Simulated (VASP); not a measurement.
# AlGa3N4 (Pm) in VASP: notebook

The runs below take AlGa3N4 through single point, with r2SCAN.

All numbers are computed with VASP 6.6.1; they aren't measurements. Logs are shortened: lines on timing, memory, paths and dates and some standing lists are left out, and cuts for length are marked.

### 1 The cell of the first run

It takes space group Pm (No. 6, monoclinic). Conventional cell: a = 4.985 Å, b = 3.069 Å, c = 5.576 Å, α = 90.00°, β = 90.04°, γ = 90.00°. Al (site symmetry m) has 4 N at 1.85 to 1.90 Å within 2.5 Å. Within 2.5 Å of Ga (site symmetry m) lie 4 N at 1.90 to 1.95 Å. Ga (site symmetry m) has 4 N at 1.91 to 1.94 Å within 2.5 Å. Ga (site symmetry m) has 4 N at 1.90 to 1.97 Å within 2.5 Å. Within 2.5 Å of N (site symmetry m) lie 1 Al at 1.90 Å and 3 Ga at 1.91 to 1.92 Å. Within 2.5 Å of N (site symmetry m) lie 2 Al at 1.87 Å and 2 Ga at 1.91 to 1.97 Å. N (site symmetry m) has 4 Ga at 1.90 to 1.94 Å within 2.5 Å. Within 2.5 Å of N (site symmetry m) lie 1 Al at 1.85 Å and 3 Ga at 1.91 to 1.95 Å.

### 2 Single point, r2SCAN (biaxial strain in the a-b plane: -3.0 %)

Contents of POSCAR:

```
AlGa3N4
1.0
    4.9847525969      0.0000000000      0.0000000000
    0.0000000000      3.0685118770      0.0000000000
   -0.0035657765      0.0000000000      5.5755804923
Al Ga N
1 3 4
Direct
    0.0014913007      0.5000000000      0.6667405629
    0.5003094980      0.5000000000      0.3358963483
    0.5002466418      0.0000000000      0.8323180362
    1.0011762507      0.0000000000      0.1653099877
    0.1182210091      0.5000000000      0.3428896225
    0.1162997522      0.0000000000      0.8282416483
    0.6192411277      0.0000000000      0.1637062124
    0.6306144298      0.5000000000      0.6648985817
```

Contents of INCAR.step1:

```
  PREC = Accurate
  ENCUT = 520
  ISMEAR = 0
  SIGMA = 0.02
  LREAL = F
  LASPH = T
  NELM = 60
  NBANDS = 41
  GGA = PE
  ALGO = Normal
  EDIFF = 1E-4
  LWAVE = T
  LCHARG = F
```

Contents of INCAR.step2:

```
  PREC = Accurate
  ENCUT = 520
  EDIFF = 1E-7
  ISMEAR = 0
  SIGMA = 0.02
  LREAL = F
  LASPH = T
  NELM = 60
  ALGO = Normal
  ISIF = 2
  LWAVE = F
  LCHARG = T
  METAGGA = R2SCAN
  LMIXTAU = T
  LELF = T
  LVHAR = T
  NBANDS = 41
  ISTART = 1
```

Contents of KPOINTS:

```
Automatic mesh
0
Gamma
  6 8 4
```

Potentials or basis: VASP PAW PBE potentials, release 64 (Al, Ga_d, N).

The run is started by

```console
$ cat potpaw_PBE.64/Al/POTCAR potpaw_PBE.64/Ga_d/POTCAR potpaw_PBE.64/N/POTCAR > POTCAR
$ cp INCAR.step1 INCAR
$ mpirun -np 1 vasp_std > vasp.out
$ cp INCAR.step2 INCAR
$ mpirun -np 1 vasp_std > vasp.out
```

OUTCAR:

```text
PREC = Accurate
   ENCUT = 520
   EDIFF = 1E-7
   ISMEAR = 0
   LREAL = F
   LASPH = T
   NELM = 60
   ISIF = 2
   METAGGA = R2SCAN
   ISTART = 1

 ion  position               nearest neighbor table
   1  0.001  0.500  0.667-   8 1.85   6 1.87   6 1.87   5 1.90   3 3.06   3 3.06   3 3.07   3 3.07
                             2 3.10   2 3.10
   2  0.500  0.500  0.336-   7 1.90   7 1.90   5 1.91   8 1.95   1 3.10   1 3.10
   3  0.500  0.000  0.832-   8 1.91   8 1.91   6 1.91   7 1.94   1 3.06   1 3.06   1 3.07   1 3.07

   4  0.001  0.000  0.165-   7 1.90   5 1.92   5 1.92   6 1.97
   5  0.118  0.500  0.343-   1 1.90   2 1.91   4 1.92   4 1.92
   6  0.116  0.000  0.828-   1 1.87   1 1.87   3 1.91   4 1.97
   7  0.619  0.000  0.164-   4 1.90   2 1.90   2 1.90   3 1.94
   8  0.631  0.500  0.665-   1 1.85   3 1.91   3 1.91   2 1.95

  LATTYP: Found a simple monoclinic cell.
 ALAT       =     4.9847525969
 B/A-ratio  =     0.6155795734
 C/A-ratio  =     1.1185272537
 COS(beta)  =    -0.0006395344

  Lattice vectors:

 A1 = (   4.9847525969,   0.0000000000,   0.0000000000)
 A2 = (   0.0000000000,   3.0685118770,   0.0000000000)
 A3 = (  -0.0035657765,   0.0000000000,   5.5755804923)

Analysis of symmetry for initial positions (statically):
=====================================================================
 Subroutine PRICEL returns:
 Original cell was already a primitive cell.

 Routine SETGRP: Setting up the symmetry group for a
 simple monoclinic supercell.

 Subroutine GETGRP returns: Found  2 space group operations
 (whereof  2 operations were pure point group operations)
 out of a pool of  4 trial point group operations.

The static configuration has the point symmetry C_1h.

Analysis of symmetry for dynamics (positions and initial velocities):
=====================================================================
 Subroutine PRICEL returns:
 Original cell was already a primitive cell.

 Routine SETGRP: Setting up the symmetry group for a
 simple monoclinic supercell.

 Subroutine GETGRP returns: Found  2 space group operations
 (whereof  2 operations were pure point group operations)
 out of a pool of  4 trial point group operations.

The dynamic configuration has the point symmetry C_1h.

 Subroutine INISYM returns: Found  2 space group operations
 (whereof  2 operations are pure point group operations),
 and found     1 'primitive' translations

[... 113 lines left out ...]
   ISYM   =      2    0-nonsym 1-usesym 2-fastsym
   POTIM  = 0.5000    time-step for ionic-motion
   TEBEG  =    0.0;   TEEND  =   0.0 temperature during run
   PSTRESS=    0.0 pullay stress
   NELECT =      62.0000    total number of electrons
   NUPDOWN=      -1.0000    fix difference up-down
   EMIN   =  10.00;   EMAX   =-10.00  energy-range for DOS
   EFERMI =   0.00;   METHOD = LEGACY
   ISMEAR =     0;   SIGMA  =   0.02  broadening in eV -4-tet -1-fermi 0-gaus
   EFERMI_NEDOS =   21; number of points for ismear=-14 and -15
   IALGO  =     38    algorithm
   IMIX   =      4    mixing-type and parameters
     AMIX     =   0.40;   BMIX     =  1.00
     AMIX_MAG =   1.60;   BMIX_MAG =  1.00
  volume/ion in A,a.u.               =      10.66        71.94
  Fermi-wavevector in a.u.,A,eV,Ry     =   1.472035  2.781743 29.482300  2.166888
  Thomas-Fermi vector in A             =   2.587099
   LORBIT       =      0    0 simple, 1 ext, 2 COOP (PROOUT), +10 PAW based schemes
   METAGGA = R2SCAN    functional components
   LHFCALC =     F    Hartree Fock is set to
   AEXX    =    0.0000 exact exchange contribution
   IVDW    =     0    specifies the selected vdW correction
   LEPSILON=     F    determine dielectric tensor
   LRPA    =     F    only Hartree local field effects (RPA)
 non-spin polarized calculation
 Gauss-broadening in eV      SIGMA  =   0.02
  energy-cutoff  :      520.00
  volume of cell :       85.28
 maximum number of plane-waves:      2328
 NGX is ok and might be reduce to    40
   NGX = 19   NGY = 11   NGZ = 21

 number of electron      62.0000009 magnetization

 Free energy of the ion-electron system (eV)
  ---------------------------------------------------
  ext. energy  EPLUGINS =         0.00000000
  ---------------------------------------------------
  free energy    TOTEN  =       -84.67919564 eV

  energy without entropy =      -84.67919564  energy(sigma->0) =      -84.67919564

 E-fermi :   5.9940     XC(G=0): -12.6156

 val. band max:        5.8869535048   @ k =   0.0000   0.0000   0.0000
 cond. band min:       8.9766064419   @ k =   0.0000   0.0000   0.0000
 fundamental gap:      3.0896529370
 Fermi energy:         5.9939655480

 k-point     1 :       0.0000    0.0000    0.0000
  band No.  band energies     occupation
      1     -11.2166      2.00000
      2     -10.0853      2.00000
      3      -9.8958      2.00000
      4      -9.5335      2.00000
      5      -7.9088      2.00000
      6      -7.8807      2.00000
[... 1045 lines left out ...]
     40      16.8043      0.00000
     41      17.1258      0.00000

 [... further k-points ...]

------------------------ aborting loop because EDIFF is reached ----------------------------------------

  FORCE on cell =-STRESS in cart. coord.  units (eV):
  Direction    XX          YY          ZZ          XY          YZ          ZX
  --------------------------------------------------------------------------------------
  -------------------------------------------------------------------------------------
  Total        8.7726213      7.8792840     -0.0448551      0.0000000      0.0000000     -0.0074798
  in kB      164.8080645    148.0252593     -0.8426770      0.0000000      0.0000000     -0.1405212
  external PRESSURE =     103.9968822 kB  Pullay stress =       0.0000000 kB

 VOLUME and BASIS-vectors are now :
 -----------------------------------------------------------------------------
  energy-cutoff  :      520.00
  volume of cell :       85.28
      direct lattice vectors                 reciprocal lattice vectors
     4.984752597  0.000000000  0.000000000     0.200611762  0.000000000  0.000128298
     0.000000000  3.068511877  0.000000000     0.000000000  0.325890868  0.000000000
    -0.003565776  0.000000000  5.575580492     0.000000000  0.000000000  0.179353522

 POSITION                                       TOTAL-FORCE (eV/Angst)
 -----------------------------------------------------------------------------------
      0.00506      1.53426      3.71747         0.184194      0.000000     -0.215367
      2.49272      1.53426      1.87282         0.184403      0.000000      0.230625
      2.49064      0.00000      4.64066         0.167070      0.000000      0.240953
      0.00527      0.00000      0.92170         0.179532      0.000000     -0.218839
      0.58808      1.53426      1.91181        -0.220363      0.000000      0.361000
      0.57677      0.00000      4.61793        -0.210047      0.000000      0.173091
      3.08618      0.00000      0.91276        -0.179370      0.000000     -0.298683
      3.14109      1.53426      3.70720        -0.105419      0.000000     -0.272781
 -----------------------------------------------------------------------------------
    total drift:                                0.026681     -0.000000      0.005994

  FREE ENERGIE OF THE ION-ELECTRON SYSTEM (eV)
  ---------------------------------------------------
  free  energy   TOTEN  =       -84.6791956360 eV

  energy  without entropy=      -84.6791956360  energy(sigma->0) =      -84.67919564
```

OSZICAR.step1:

```text
N       E                     dE             d eps       ncg     rms          rms(c)
DAV:   1     0.640289136450E+03    0.64029E+03   -0.27997E+04  6488   0.264E+03
DAV:   2     0.579674938754E+02   -0.58232E+03   -0.54037E+03  6060   0.650E+02
DAV:   3    -0.520593640883E+02   -0.11003E+03   -0.10685E+03  6560   0.198E+02
DAV:   4    -0.596576521153E+02   -0.75983E+01   -0.75326E+01  7701   0.556E+01
DAV:   5    -0.598677780981E+02   -0.21013E+00   -0.20978E+00  7060   0.914E+00    0.164E+01
DAV:   6    -0.506414680380E+02    0.92263E+01   -0.25160E+01 10546   0.610E+01    0.458E+00
DAV:   7    -0.509745398837E+02   -0.33307E+00   -0.49019E+00  6809   0.124E+01    0.409E+00
DAV:   8    -0.509599996848E+02    0.14540E-01   -0.49630E-01  8104   0.989E+00    0.107E+00
DAV:   9    -0.509292459967E+02    0.30754E-01   -0.13373E-01  9352   0.639E+00    0.437E-01
DAV:  10    -0.509301219462E+02   -0.87595E-03   -0.21165E-02  6932   0.119E+00    0.150E-01
DAV:  11    -0.509304217957E+02   -0.29985E-03   -0.21748E-03  8760   0.953E-01    0.374E-02
DAV:  12    -0.509304944630E+02   -0.72667E-04   -0.37870E-04  6613   0.405E-01
   1 F= -.50930494E+02 E0= -.50930494E+02  d E =-.821810E-12
```

It took 5.5 min on 1 thread of Intel Xeon 6975P-C (Granite Rapids), shared host; peak memory 0.33 GiB.

What came out:

| Quantity | Value |
| --- | --- |
| Free energy | -84.6792 eV |
| Pressure | 10.4 GPa |
| Largest force | 0.423 eV/Å |
| Band gap on the k mesh | 3.09 eV |

Forces on the atoms (eV/Å):
```
Al   0.184  0.000 -0.215
Ga   0.184  0.000  0.231
Ga   0.167  0.000  0.241
Ga   0.180  0.000 -0.219
N   -0.220  0.000  0.361
N   -0.210  0.000  0.173
N   -0.179  0.000 -0.299
N   -0.105  0.000 -0.273
```

Caveat: the cell differs from its parent crystal (biaxial strain in the a-b plane: -3.0 %); the stress differs along the axes, from -0 to 16 GPa; the PAW data sets were made with another functional, which shifts forces and pressure a little.

### 3 Single point, r2SCAN (biaxial strain in the a-b plane: -3.0 %, then relaxed in part)

Contents of POSCAR:

```
AlGa3N4
1.0
    4.9847524516      0.0000000000      0.0012036486
    0.0000000000      3.0685118770      0.0000000000
   -0.0022194629      0.0000000000      5.5864523536
Al Ga N
1 3 4
Direct
    0.0026358269      0.5000000000      0.6660343732
    0.5016898132      0.5000000000      0.3368770306
    0.5015202198      0.0000000000      0.8333667058
    1.0027385765      0.0000000000      0.1642666537
    0.1167814970      0.5000000000      0.3451778173
    0.1150033245      0.0000000000      0.8305799874
    0.6179971826      0.0000000000      0.1612137816
    0.6292335695      0.5000000000      0.6624846504
```

Contents of INCAR.step1:

```
SYSTEM = AlGa3N4
ALGO = Normal ; EDIFF = 1E-4
ENCUT = 520 ; GGA = PE
ISMEAR = 0 ; LASPH = .True.
LCHARG = .False. ; LREAL = .False.
LWAVE = .True. ; NBANDS = 41
NELM = 60 ; PREC = Accurate
SIGMA = 0.02
```

Contents of INCAR.step2:

```
SYSTEM = AlGa3N4
ALGO = Normal ; EDIFF = 1E-7
ENCUT = 520 ; ISIF = 2
ISMEAR = 0 ; ISTART = 1
LASPH = .True. ; LCHARG = .False.
LMIXTAU = .True. ; LREAL = .False.
LWAVE = .False. ; METAGGA = R2SCAN
NBANDS = 41 ; NELM = 60
PREC = Accurate ; SIGMA = 0.02
```

Contents of KPOINTS:

```
k-points
0
Gamma
  6 8 4
  0 0 0
```

Potentials or basis: VASP PAW PBE potentials, release 64 (Al, Ga_d, N).

The run is started by

```console
$ cat potpaw_PBE.64/Al/POTCAR potpaw_PBE.64/Ga_d/POTCAR potpaw_PBE.64/N/POTCAR > POTCAR
$ cp INCAR.step1 INCAR
$ mpirun -np 1 vasp_std > vasp.out
$ cp INCAR.step2 INCAR
$ mpirun -np 1 vasp_std > vasp.out
```

Wall time 7.1 min (1 thread of Intel Xeon 6975P-C (Granite Rapids), shared host); peak memory 0.33 GiB.

It converged, with:

| Item | Value |
| --- | --- |
| Free energy | -84.6947 eV |
| Pressure | 9.7 GPa |
| Largest force | 0.095 eV/Å |
| Band gap on the k mesh | 3.06 eV |

Forces on the atoms (eV/Å):
```
Al  -0.002  0.000 -0.004
Ga   0.005  0.000 -0.001
Ga   0.010  0.000 -0.009
Ga  -0.001  0.000  0.015
N   -0.030  0.000  0.091
N   -0.053  0.000 -0.074
N   -0.007  0.000 -0.010
N    0.079  0.000 -0.008
```

Stress tensor (GPa, compression positive):
```
14.60  0.00  0.01
 0.00 13.54  0.00
 0.01  0.00  0.86
```

Levels at points of the mesh, in eV from the valence-band top:
```
           k point  band 27  band 28  band 29  band 30  band 31  band 32  band 33  band 34  band 35  band 36
(0.00, 0.00, 0.00)    -1.19    -0.79    -0.38    -0.10     0.00     3.06     5.13     6.28     6.84     7.50
(0.50, 0.00, 0.00)    -1.76    -1.22    -0.80    -0.72    -0.36     5.13     5.26     5.33     5.75     8.93
(0.00, 0.50, 0.00)    -3.77    -2.37    -2.36    -2.01    -1.99     6.20     6.26     7.74     7.81     8.16
(0.50, 0.50, 0.00)    -3.68    -1.84    -1.52    -1.45    -1.44     6.55     6.57     6.72     6.95     8.60
(0.00, 0.00, 0.50)    -1.84    -0.95    -0.75    -0.59    -0.25     5.39     5.63     7.14     7.46     8.22
(0.50, 0.00, 0.50)    -2.01    -1.65    -1.15    -1.11    -1.06     6.16     6.25     6.35     6.67     8.14
(0.00, 0.50, 0.50)    -3.23    -2.33    -2.25    -1.34    -1.22     5.01     5.45     6.18     6.22     6.76
(0.50, 0.50, 0.50)    -2.30    -2.19    -1.85    -1.73    -1.69     4.95     5.05     5.07     5.46     8.00
```

Caveat: the cell differs from its parent crystal (biaxial strain in the a-b plane: -3.0 %, then relaxed in part); the stress differs along the axes, from 1 to 15 GPa; the PAW data sets were made with another functional, which shifts forces and pressure a little.
